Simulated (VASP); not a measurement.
Runs of VASP 6.6.1 on Ni. The structure is that of space group P6_3/mmc (No. 194), or close to it. The cells are those of the table. This isn't the form of Ni at room conditions, which is fcc.

| task | cell | gap on the mesh (eV) | pressure (GPa) | moment (μB) |
| --- | --- | --- | --- | --- |
| single point | a = 2.448, b = 2.448, c = 4.073 Å, angles 90.0, 90.0, 120.0°, 2 atoms | none | -10.7 | (b) |
| single point | a = 2.350, b = 2.350, c = 4.073 Å, angles 90.0, 90.0, 120.0°, 2 atoms | none | 9.7 | 1.14 |
| electric field gradients | a = 2.398, b = 2.398, c = 3.990 Å, angles 90.0, 90.0, 120.0°, 2 atoms | none | 3.3 | 1.17 |
| electric field gradients | a = 2.350, b = 2.350, c = 4.073 Å, angles 90.0, 90.0, 120.0°, 2 atoms | none | (a) | 1.14 |
| single point | a = 2.496, b = 2.496, c = 4.153 Å, angles 90.0, 90.0, 120.0°, 2 atoms | none | -20.4 | 1.24 |
| single point | a = 2.398, b = 2.398, c = 3.990 Å, angles 90.0, 90.0, 120.0°, 2 atoms | none | 3.3 | 1.17 |
| single point | a = 2.472, b = 2.472, c = 4.113 Å, angles 90.0, 90.0, 120.0°, 2 atoms | none | -16.0 | 1.23 |

Alike in all rows: level LDA; potentials or basis VASP PAW LDA potentials, release 64 (Ni); spin collinear, ferromagnetic start; k mesh 15 × 15 × 8; cutoff (eV) 520; smearing fermi-dirac 0.08 eV.

Q: Estimate the missing entries.

A: (a) 9.8; (b) 1.21.

Caveats: the cell stands under tension (at least some runs); the cell stands under pressure (at least some runs); the stress differs along the axes, from -3 to 16 GPa (at least some runs); the stress differs along the axes, from -2 to 16 GPa (at least some runs).

A gap of «none» marks levels without a gap at the run's occupations.
